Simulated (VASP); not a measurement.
Runs of VASP 6.6.1 on PdWSe3. The structure is that of space group Pm-3m (No. 221), or close to it. The cells are those of the table. 

```csv
task,spin,cell,k mesh,cutoff (eV),gap on the mesh (eV),pressure (GPa),moment (μB),relaxed volume (Å³/atom)
relaxation of cell and atoms,off,"relaxed from a = 4.920 Å, 5 atoms",8 × 8 × 8,600,none,0.0,-,23.76
relaxation of cell and atoms,off,"relaxed from a = 4.719 Å, 5 atoms",4 × 4 × 4,600,none,-0.2,-,23.80
single point,off,"a = 4.920 Å, 5 atoms",4 × 4 × 4,520,none,-0.2,-,-
single point,off,"a = 4.719 Å, 5 atoms",4 × 4 × 4,520,none,13.7,-,-
single point,"collinear, ferromagnetic start","a = 4.719 Å, 5 atoms",4 × 4 × 4,520,none,13.7,0.00,-
single point,"collinear, ferromagnetic start","a = 4.920 Å, 5 atoms",4 × 4 × 4,520,none,(a),0.00,-
single point,off,"a = 4.914 Å, 5 atoms",8 × 8 × 8,520,none,0.1,-,-
```

Alike in all rows: level PBE; potentials or basis VASP PAW PBE potentials, release 64 (Pd, W_sv, Se); smearing gaussian 0.1 eV.

**Question.** Fill in the values left out.

**Answer.** (a) -0.3.

Caveats: spin-orbit coupling is left out, which moves the levels of the heavy elements.

A k mesh can miss the band edges, and the runs leave out spin-orbit coupling on Pd, Se, W.

A gap of «none» marks levels without a gap at the run's occupations.
